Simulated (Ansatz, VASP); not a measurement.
**One calculation of MgS, two programs**

```
CELL_PARAMETERS angstrom
0.00000 2.60165 2.60165
2.60165 0.00000 2.60165
2.60165 2.60165 0.00000
ATOMIC_POSITIONS crystal
S 0.50000 0.50000 0.50000
Mg 0.00000 0.00000 0.00000
```

Alike in both runs: task single point; functional PBE; k mesh 9 × 9 × 9; occupations gaussian, width 0.023 eV; no spin polarisation.

|  | VASP | Ansatz |
| --- | --- | --- |
| version | VASP 6.6.1 | Ansatz 0.2.0 |
| potentials or method | VASP PAW PBE potentials, release 64 (S, Mg) | Ansatz PAW |
| plane-wave cutoff (eV) | 520 | 420 |
| valence electrons in the cell | 8 | 16 |

Ansatz gave:

* gap on the k mesh at the Fermi level (eV): 2.92
* least direct gap on the mesh (eV): 3.72
* pressure (GPa): 1.2

Q: Which values does VASP return?

A: gap on the k mesh at the Fermi level (eV): 2.91; least direct gap on the mesh (eV): 3.71; pressure (GPa): 0.9.

VASP's potentials hold 8 valence electrons a cell and Ansatz's 16, so a difference there can come from the potentials and not from the codes.

Noted on Ansatz's run: odd divisions of the mesh miss points on the zone boundary, where band edges often lie, so the gap on the mesh can be too wide.
